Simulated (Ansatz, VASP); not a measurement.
## One calculation of Mg6BiB, two programs

The input INCAR:

```
SYSTEM = Mg6BiB
ALGO = Normal
EDIFF = 1E-6
ENCUT = 520
GGA = PE
ISIF = 2
ISMEAR = -1
LASPH = .True.
LCHARG = .True.
LELF = .True.
LREAL = .False.
LVHAR = .True.
LWAVE = .False.
NBANDS = 25
NELM = 80
PREC = Accurate
SIGMA = 0.05
```

KPOINTS

```
k-points
0
Gamma
  7 4 4
  0 0 0
```

Contents of POSCAR:

```
Mg6BiB
1.0
    3.8847420000      0.0000000000      0.0000000000
    0.0000000000      4.3909670000      5.1195170000
    0.0000000000     -4.3909670000      5.1195170000
Bi Mg B
1 6 1
Direct
    0.5000000000      0.3854670000      0.3854670000
    0.0000000000      0.1503870000      0.1503870000
    0.0000000000      0.6333230000      0.6333230000
    0.0000000000      0.7147320000      0.0494740000
    0.0000000000      0.0494740000      0.7147320000
    0.5000000000      0.8864940000      0.4049730000
    0.5000000000      0.4049730000      0.8864940000
    0.5000000000      0.7751590000      0.7751590000
```

Contents of input.yaml:

```yaml
crystal:
  lattice:
    - [3.884742, 0.0, 0.0]
    - [0.0, 4.390967, 5.119517]
    - [0.0, -4.390967, 5.119517]
  atoms:
    - { symbol: Bi, position: [0.5, 0.385467, 0.385467] }
    - { symbol: Mg, position: [0.0, 0.150387, 0.150387] }
    - { symbol: Mg, position: [0.0, 0.633323, 0.633323] }
    - { symbol: Mg, position: [0.0, 0.714732, 0.049474] }
    - { symbol: Mg, position: [0.0, 0.049474, 0.714732] }
    - { symbol: Mg, position: [0.5, 0.886494, 0.404973] }
    - { symbol: Mg, position: [0.5, 0.404973, 0.886494] }
    - { symbol: B, position: [0.5, 0.775159, 0.775159] }
hamiltonian:
  xc: pbe
  pseudopotentials: { kind: paw }
kpoints:
  mp_grid: { grid: [7, 4, 4] }
scf:
  occupations: { method: fermi_dirac, width: 0.05 }
output:
  forces: true
  stress: true
  eigenvalues: true
  write_density: true
  write_potential: true
  elf: true
  volumetric_format: npy
```

Alike in both runs: task single point; functional PBE; k mesh 7 × 4 × 4; occupations fermi-dirac, width 0.05 eV; no spin polarisation.

|  | VASP | Ansatz |
| --- | --- | --- |
| version | VASP 6.6.1 | Ansatz 0.2.0 |
| potentials or method | VASP PAW PBE potentials, release 64 (Bi_d, Mg, B) | Ansatz PAW |
| plane-wave cutoff (eV) | 520 | 420 |
| valence electrons in the cell | 30 | 78 |

```csv
,VASP,Ansatz,Ansatz less VASP
gap on the k mesh at the Fermi level (eV),none,none,-
pressure (GPa),-0.5,-0.4,+0.12
"traceless stress, the component that is largest in VASP (GPa)",-0.37,-0.36,+0.011
rms of the force components (eV/Å),0.036,0.037,+0.0006
```

Atom by atom the forces differ by 0.001 eV/Å (rms over components). A gap of «none» marks a metal or a gap that the smearing closes. VASP's potentials hold 30 valence electrons a cell and Ansatz's 78, so a difference there can come from the potentials and not from the codes.

Spin-orbit coupling is off throughout.
